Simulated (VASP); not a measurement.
# Ga2O3 (Cm) in VASP: notebook

Ga2O3 is run at these levels: r2SCAN; tasks: single point.

Everything below comes from runs of VASP 6.6.1. Logs are shortened: lines on timing, memory, paths and dates and some standing lists are left out, and cuts for length are marked.

### Step 1. The cell of the first run

Symmetry: Cm, No. 8, monoclinic system. The conventional cell has a = 12.256 Å, b = 3.039 Å, c = 5.808 Å, α = 90.00°, β = 103.81°, γ = 90.00°. Ga (site symmetry m) has 4 O at 1.83 to 1.87 Å within 2.4 Å. Ga (site symmetry m) has 4 O at 1.83 to 1.87 Å within 2.4 Å. Ga (site symmetry m) has 6 O at 1.94 to 2.08 Å within 2.6 Å. Ga (site symmetry m) has 6 O at 1.94 to 2.08 Å within 2.6 Å. Within 2.4 Å of O (site symmetry m) lie 3 Ga at 1.83 to 1.94 Å. O (site symmetry m) has 3 Ga at 1.83 to 1.94 Å within 2.4 Å. O (site symmetry m) has 4 Ga at 1.87 to 2.08 Å within 2.5 Å. Within 2.5 Å of O (site symmetry m) lie 4 Ga at 1.87 to 2.08 Å.

### Step 2. Single point, r2SCAN (atom 9 (O) moved -0.200 Å towards its neighbour atom 10 (O) at 2.811 Å)

Contents of POSCAR:

```
Ga2O3
1.0
    6.1278415757     -1.5195305764      0.0025325578
    6.1278415757      1.5195305764      0.0025325578
   -1.3883852660      0.0000000000      5.6399772456
Ga O
4 6
Direct
    0.0905209738      0.0905209738      0.7947888382
    0.9094790262      0.9094790262      0.2052111618
    0.6587278752      0.6587278752      0.3144766576
    0.3412721248      0.3412721248      0.6855233424
    0.1642143310      0.1642143310      0.1091577328
    0.8357856690      0.8357856690      0.8908422672
    0.1733419983      0.1733419983      0.5635248269
    0.8266580017      0.8266580017      0.4364751731
    0.4957565973      0.4957565973      0.2215550941
    0.5037148571      0.5037148571      0.7437626390
```

Contents of INCAR.step1:

```
ALGO = Normal
EDIFF = 1E-4
ENCUT = 520
GGA = PE
ISMEAR = 0
LASPH = T
LCHARG = F
LREAL = F
LWAVE = T
NBANDS = 55
NELM = 60
PREC = Accurate
SIGMA = 0.05
```

Contents of INCAR.step2:

```
ALGO = Normal
EDIFF = 1E-7
ENCUT = 520
ISIF = 2
ISMEAR = 0
ISTART = 1
LASPH = T
LCHARG = F
LMIXTAU = T
LREAL = F
LWAVE = F
METAGGA = R2SCAN
NBANDS = 55
NELM = 60
PREC = Accurate
SIGMA = 0.05
```

Contents of KPOINTS:

```
k-points
0
Gamma
  8 8 4
```

Potentials or basis: VASP PAW PBE potentials, release 64 (Ga_d, O).

Command:

```console
cat potpaw_PBE.64/Ga_d/POTCAR potpaw_PBE.64/O/POTCAR > POTCAR
cp INCAR.step1 INCAR
mpirun -np 1 vasp_std > vasp.out
cp INCAR.step2 INCAR
mpirun -np 1 vasp_std > vasp.out
```

OUTCAR:

```text
EDIFF = 1E-7
   ENCUT = 520
   ISIF = 2
   ISMEAR = 0
   ISTART = 1
   LASPH = T
   LREAL = F
   METAGGA = R2SCAN
   NELM = 60
   PREC = Accurate

 ion  position               nearest neighbor table
   1  0.091  0.091  0.795-   5 1.83  10 1.84  10 1.84   7 1.87
   2  0.909  0.909  0.205-   6 1.83   9 1.84   9 1.84   8 1.87
   3  0.659  0.659  0.314-   9 1.94   5 1.94   5 1.94   8 2.01   7 2.08   7 2.08
   4  0.341  0.341  0.686-  10 1.94   6 1.94   6 1.94   7 2.01   8 2.08   8 2.08
   5  0.164  0.164  0.109-   1 1.83   3 1.94   3 1.94
   6  0.836  0.836  0.891-   2 1.83   4 1.94   4 1.94
   7  0.173  0.173  0.564-   1 1.87   4 2.01   3 2.08   3 2.08
   8  0.827  0.827  0.436-   2 1.87   3 2.01   4 2.08   4 2.08
   9  0.496  0.496  0.222-   2 1.84   2 1.84   3 1.94
  10  0.504  0.504  0.744-   1 1.84   1 1.84   4 1.94

  LATTYP: Found a base centered monoclinic cell.
 ALAT       =    12.2556841981
 B/A-ratio  =     0.2479715619
 C/A-ratio  =     0.4739313001
 COS(beta)  =    -0.2386312219

  Lattice vectors:

 A1 = (   6.1278415757,  -1.5195305764,   0.0025325578)
 A2 = (   6.1278415757,   1.5195305764,   0.0025325578)
 A3 = (  -1.3883852660,   0.0000000000,   5.6399772456)

Analysis of symmetry for initial positions (statically):
=====================================================================
 Subroutine PRICEL returns:
 Original cell was already a primitive cell.

 Routine SETGRP: Setting up the symmetry group for a
 base centered monoclinic supercell.

 Subroutine GETGRP returns: Found  2 space group operations
 (whereof  2 operations were pure point group operations)
 out of a pool of  4 trial point group operations.

The static configuration has the point symmetry C_1h.

Analysis of symmetry for dynamics (positions and initial velocities):
=====================================================================
 Subroutine PRICEL returns:
 Original cell was already a primitive cell.

 Routine SETGRP: Setting up the symmetry group for a
 base centered monoclinic supercell.

 Subroutine GETGRP returns: Found  2 space group operations
 (whereof  2 operations were pure point group operations)
 out of a pool of  4 trial point group operations.

The dynamic configuration has the point symmetry C_1h.

 Subroutine INISYM returns: Found  2 space group operations
 (whereof  2 operations are pure point group operations),
 and found     1 'primitive' translations

----------------------------------------------------------------------------------------

                                     Primitive cell

  volume of cell :     105.0433

  direct lattice vectors                    reciprocal lattice vectors
     6.127841576 -1.519530576  0.002532558     0.081586498 -0.329048989  0.020084034
     6.127841576  1.519530576  0.002532558     0.081586498  0.329048989  0.020084034
    -1.388385266  0.000000000  5.639977246    -0.000073271  0.000000000  0.177287643

  length of vectors
     6.313431869  6.313431869  5.808352346     0.339607070  0.339607070  0.177287658

  position of ions in fractional coordinates (direct lattice)
     0.090520974  0.090520974  0.794788838
     0.909479026  0.909479026  0.205211162
     0.658727875  0.658727875  0.314476658
     0.341272125  0.341272125  0.685523342
     0.164214331  0.164214331  0.109157733
     0.835785669  0.835785669  0.890842267
     0.173341998  0.173341998  0.563524827
     0.826658002  0.826658002  0.436475173
     0.495756597  0.495756597  0.221555094
     0.503714857  0.503714857  0.743762639

  ion indices of the primitive-cell ions
   primitive index   ion index
                 1           1
                 2           2
                 3           3
                 4           4
                 5           5
                 6           6
                 7           7
                 8           8
                 9           9
                10          10

----------------------------------------------------------------------------------------

 KPOINTS: k-points

Automatic generation of k-mesh.
 Grid dimensions read from file:
 generate k-points for:    8    8    4

 Generating k-lattice:

  Cartesian coordinates                     Fractional coordinates (reciprocal lattice)
     0.010198312 -0.041131124  0.002510504     0.125000000  0.000000000 -0.000000000
     0.010198312  0.041131124  0.002510504     0.000000000  0.125000000 -0.000000000
    -0.000018318  0.000000000  0.044321911     0.000000000  0.000000000  0.250000000

  Length of vectors
     0.042450884  0.042450884  0.044321915

  Shift w.r.t. Gamma in fractional coordinates (k-lattice)
     0.000000000  0.000000000  0.000000000

 Subroutine IBZKPT returns following result:
 ===========================================

 Found     78 irreducible k-points:

 Following reciprocal coordinates:
            Coordinates               Weight
  0.000000  0.000000  0.000000      1.000000
  0.125000  0.000000  0.000000      4.000000
  0.250000  0.000000  0.000000      4.000000
  0.375000  0.000000  0.000000      4.000000
  0.500000  0.000000  0.000000      2.000000
  0.125000  0.125000  0.000000      2.000000
[... 16 lines left out ...]
  0.125000  0.000000  0.250000      4.000000
  0.250000  0.000000  0.250000      4.000000
 [... further k-points ...]
   k-points           NKPTS =     78   k-points in BZ     NKDIM =     78   number of bands    NBANDS=     55
   number of dos      NEDOS =    301   number of ions     NIONS =     10
   total plane-waves  NPLWV = 110592
   dimension x,y,z NGX =    48 NGY =   48 NGZ =   48
   dimension x,y,z NGXF=    96 NGYF=   96 NGZF=   96
   ions per type =               4   6
   NGX,Y,Z   is equivalent  to a cutoff of  12.64, 12.64, 13.74 a.u.
   NGXF,Y,Z  is equivalent  to a cutoff of  25.28, 25.28, 27.48 a.u.
 SYSTEM =  unknown system
   PREC   = accura    normal or accurate (medium, high low for compatibility)
   ISTART =      1    job   : 0-new  1-cont  2-samecut
   ICHARG =      0    charge: 1-file 2-atom 10-const
   ISPIN  =      1    spin polarized calculation?
   LNONCOLLINEAR =      F non collinear calculations
   LSORBIT =      F    spin-orbit coupling
   LASPH  =      T    aspherical Exc in radial PAW
   ENCUT  =  520.0 eV  38.22 Ry    6.18 a.u.  11.74 11.74 10.80*2*pi/ulx,y,z
   NELM   =     60;   NELMIN=  2; NELMDL=  0     # of ELM steps
   EDIFF  = 0.1E-06   stopping-criterion for ELM
   LREAL  =      F    real-space projection
   EDIFFG = 0.1E-05   stopping-criterion for IOM
   NSW    =      0    number of steps for IOM
   IBRION =     -1    ionic relax: 0-MD 1-quasi-New 2-CG
   NFREE  =      0    steps in history (QN), initial steepest desc. (CG)
   ISIF   =      2    stress and relaxation
   ISYM   =      2    0-nonsym 1-usesym 2-fastsym
   POTIM  = 0.5000    time-step for ionic-motion
   TEBEG  =    0.0;   TEEND  =   0.0 temperature during run
   PSTRESS=    0.0 pullay stress
   NELECT =      88.0000    total number of electrons
   NUPDOWN=      -1.0000    fix difference up-down
   EMIN   =  10.00;   EMAX   =-10.00  energy-range for DOS
   EFERMI =   0.00;   METHOD = LEGACY
   ISMEAR =     0;   SIGMA  =   0.05  broadening in eV -4-tet -1-fermi 0-gaus
   EFERMI_NEDOS =   21; number of points for ismear=-14 and -15
   IALGO  =     38    algorithm
   IMIX   =      4    mixing-type and parameters
     AMIX     =   0.40;   BMIX     =  1.00
     AMIX_MAG =   1.60;   BMIX_MAG =  1.00
  volume/ion in A,a.u.               =      10.50        70.89
  Fermi-wavevector in a.u.,A,eV,Ry     =   1.543285  2.916386 32.405398  2.381730
  Thomas-Fermi vector in A             =   2.648970
   LORBIT       =      0    0 simple, 1 ext, 2 COOP (PROOUT), +10 PAW based schemes
   METAGGA = R2SCAN    functional components
   LHFCALC =     F    Hartree Fock is set to
   AEXX    =    0.0000 exact exchange contribution
   IVDW    =     0    specifies the selected vdW correction
   LEPSILON=     F    determine dielectric tensor
   LRPA    =     F    only Hartree local field effects (RPA)
 non-spin polarized calculation
 Gauss-broadening in eV      SIGMA  =   0.05
  energy-cutoff  :      520.00
  volume of cell :      105.04
 maximum number of plane-waves:      2850
   NGX = 23   NGY = 23   NGZ = 21

 number of electron      88.0000019 magnetization

 Free energy of the ion-electron system (eV)
  ---------------------------------------------------
  ext. energy  EPLUGINS =         0.00000000
  ---------------------------------------------------
  free energy    TOTEN  =      -102.33514389 eV

  energy without entropy =     -102.33514389  energy(sigma->0) =     -102.33514389

 E-fermi :   3.6511     XC(G=0): -12.5144

 val. band max:        3.4151173868   @ k =   0.5000   0.3750   0.5000
 cond. band min:       6.3914203780   @ k =   0.0000   0.0000   0.0000
 fundamental gap:      2.9763029912
 Fermi energy:         3.6511413591

 k-point     1 :       0.0000    0.0000    0.0000
  band No.  band energies     occupation
      1     -16.4476      2.00000
      2     -15.3071      2.00000
      3     -15.2795      2.00000
      4     -15.1525      2.00000
      5     -14.6463      2.00000
      6     -14.5683      2.00000
[... 47 lines left out ...]
     54      16.7411      0.00000
     55      17.0561      0.00000

 k-point     2 :       0.1250    0.0000    0.0000
  band No.  band energies     occupation
      1     -16.3306      2.00000
      2     -15.3030      2.00000
      3     -15.2358      2.00000
      4     -15.0895      2.00000
      5     -14.6371      2.00000
      6     -14.5659      2.00000
[... 47 lines left out ...]
     54      15.7308      0.00000
     55      15.9443      0.00000

 k-point     3 :       0.2500    0.0000    0.0000
  band No.  band energies     occupation
      1     -16.0154      2.00000
      2     -15.2562      2.00000
      3     -15.1333      2.00000
      4     -14.9995      2.00000
      5     -14.6077      2.00000
      6     -14.5579      2.00000
[... 1152 lines left out ...]
 k-point    23 :       0.1250    0.0000    0.2500
  band No.  band energies     occupation
      1     -16.2193      2.00000
      2     -15.4940      2.00000
      3     -15.2355      2.00000
      4     -15.0318      2.00000
      5     -14.6520      2.00000
      6     -14.5583      2.00000
[... 47 lines left out ...]
     54      15.9989      0.00000
     55      16.3964      0.00000

 k-point    24 :       0.2500    0.0000    0.2500
  band No.  band energies     occupation
      1     -15.9124      2.00000
      2     -15.3713      2.00000
      3     -15.1614      2.00000
      4     -14.9676      2.00000
      5     -14.6268      2.00000
      6     -14.5513      2.00000
[... 47 lines left out ...]
     54      14.9827      0.00000
     55      16.5317      0.00000

 [... further k-points ...]
[... 5 lines left out ...]
  --------------------------------------------------------------------------------------
  -------------------------------------------------------------------------------------
  Total        1.3781769      1.3183614      1.0915808      0.0000000      0.0000000      0.3239021
  in kB       21.0206937     20.1083551     16.6493757      0.0000000      0.0000000      4.9403293
  external PRESSURE =      19.2594749 kB  Pullay stress =       0.0000000 kB

 VOLUME and BASIS-vectors are now :
 -----------------------------------------------------------------------------
  energy-cutoff  :      520.00
  volume of cell :      105.04
      direct lattice vectors                 reciprocal lattice vectors
     6.127841576 -1.519530576  0.002532558     0.081586498 -0.329048989  0.020084034
     6.127841576  1.519530576  0.002532558     0.081586498  0.329048989  0.020084034
    -1.388385266  0.000000000  5.639977246    -0.000073271  0.000000000  0.177287643

 POSITION                                       TOTAL-FORCE (eV/Angst)
 -----------------------------------------------------------------------------------
      0.00592      0.00000      4.48305        -0.011889      0.000000      0.260407
     10.86137      0.00000      1.16199         0.012670      0.000000     -0.257612
      7.63655      0.00000      1.77698        -0.015535      0.000000     -0.216233
      3.23075      0.00000      3.86806         0.002834      0.000000      0.280647
      1.86101      0.00000      0.61648         0.276091      0.000000      0.042178
      9.00629      0.00000      5.02856        -0.251412      0.000000     -0.372463
      1.34204      0.00000      3.17915        -0.125346      0.000000     -0.236944
      9.52526      0.00000      2.46590         0.225319      0.000000     -0.009279
      5.76823      0.00000      1.25208        -0.173066      0.000000      1.045071
      5.14074      0.00000      4.19736         0.060334      0.000000     -0.535772
 -----------------------------------------------------------------------------------
    total drift:                                0.003712     -0.000000     -0.000614

  FREE ENERGIE OF THE ION-ELECTRON SYSTEM (eV)
  ---------------------------------------------------
  free  energy   TOTEN  =      -102.3351438875 eV

  energy  without entropy=     -102.3351438875  energy(sigma->0) =     -102.33514389
```

Wall time 49 min (1 thread of AMD EPYC 9R45 (Zen 5), shared host); peak memory 0.53 GiB.

What came out:

| Property | Result |
| --- | --- |
| Free energy | -102.3351 eV |
| Pressure | 1.9 GPa |
| Largest force | 1.059 eV/Å |
| Band gap on the k mesh | 2.98 eV (least direct gap 3.05 eV) |

Forces on the atoms (eV/Å):
```
Ga  -0.012  0.000  0.260
Ga   0.013  0.000 -0.258
Ga  -0.016  0.000 -0.216
Ga   0.003  0.000  0.281
O    0.276  0.000  0.042
O   -0.251  0.000 -0.372
O   -0.125  0.000 -0.237
O    0.225  0.000 -0.009
O   -0.173  0.000  1.045
O    0.060  0.000 -0.536
```

Caveat: the cell differs from its parent crystal (atom 9 (O) moved -0.200 Å towards its neighbour atom 10 (O) at 2.811 Å); the PAW data sets were made with another functional, which shifts forces and pressure a little. A k mesh can miss the band edges.

### Step 3. Single point, r2SCAN (atom 9 (O) moved -0.080 Å towards its neighbour atom 10 (O) at 2.811 Å)

Changes to POSCAR since step 2:

```diff
@@ -16,3 +16,3 @@
     0.8266580017      0.8266580017      0.4364751731
-    0.4957565973      0.4957565973      0.2215550941
+    0.4960737247      0.4960737247      0.2423644542
     0.5037148571      0.5037148571      0.7437626390
```

Contents of INCAR.step1:

```
SYSTEM = Ga2O3
PREC = Accurate
ENCUT = 520
ISMEAR = 0
SIGMA = 0.05
LREAL = .FALSE.
LASPH = .TRUE.
NELM = 100
NBANDS = 55
GGA = PE
ALGO = Normal
EDIFF = 1E-4
LWAVE = .TRUE.
LCHARG = .FALSE.
```

Contents of INCAR.step2:

```
SYSTEM = Ga2O3
PREC = Accurate
ENCUT = 520
EDIFF = 1E-6
ISMEAR = 0
SIGMA = 0.05
LREAL = .FALSE.
LASPH = .TRUE.
NELM = 100
ALGO = Normal
ISIF = 2
LWAVE = .FALSE.
LCHARG = .FALSE.
METAGGA = R2SCAN
LMIXTAU = .TRUE.
NBANDS = 55
ISTART = 1
```

Contents of KPOINTS:

```
Automatic mesh
0
G
  8 8 4
  0 0 0
```

Potentials or basis: VASP PAW PBE potentials, release 64 (Ga_d, O).

Command:

```console
cat potpaw_PBE.64/Ga_d/POTCAR potpaw_PBE.64/O/POTCAR > POTCAR
cp INCAR.step1 INCAR
mpirun -np 1 vasp_std > vasp.out
cp INCAR.step2 INCAR
mpirun -np 1 vasp_std > vasp.out
```

Wall time 22 min (1 thread of Intel Xeon 6975P-C (Granite Rapids), shared host); peak memory 0.56 GiB.

Results (log left out):

```
Free energy            : -102.4241 eV
Pressure               : 1.9 GPa
Largest force          : 0.437 eV/Å
Band gap on the k mesh : 3.01 eV (least direct gap 3.05 eV)
```

Forces on the atoms (eV/Å):
```
Ga   0.010  0.000  0.106
Ga  -0.042  0.000 -0.108
Ga   0.000  0.000 -0.054
Ga   0.006  0.000  0.083
O    0.145  0.000  0.035
O   -0.132  0.000 -0.167
O   -0.035  0.000 -0.128
O    0.075  0.000  0.030
O   -0.005  0.000  0.437
O   -0.023  0.000 -0.233
```

Stress tensor (GPa, compression positive):
```
1.93 0.00 0.24
0.00 2.13 0.00
0.24 0.00 1.70
```

Levels at points of the mesh, in eV from the valence-band top:
| k point | band 42 | band 43 | band 44 | band 45 | band 46 | band 47 |
| --- | --- | --- | --- | --- | --- | --- |
| (0.00, 0.00, 0.00) | -0.47 | -0.23 | -0.05 | 3.01 | 6.40 | 7.41 |
| (0.50, 0.00, 0.00) | -0.70 | -0.43 | -0.17 | 6.33 | 7.28 | 7.96 |
| (0.50, 0.50, 0.00) | -0.62 | -0.39 | -0.19 | 5.16 | 5.43 | 6.50 |
| (0.00, 0.00, 0.50) | -0.67 | -0.44 | -0.24 | 5.37 | 5.55 | 7.54 |
| (0.50, 0.00, 0.50) | -1.05 | -0.71 | -0.67 | 7.63 | 7.65 | 8.62 |
| (0.50, 0.50, 0.50) | -0.58 | -0.55 | -0.03 | 5.87 | 5.96 | 6.84 |

Caveat: the cell differs from its parent crystal (atom 9 (O) moved -0.080 Å towards its neighbour atom 10 (O) at 2.811 Å); the PAW data sets were made with another functional, which shifts forces and pressure a little.
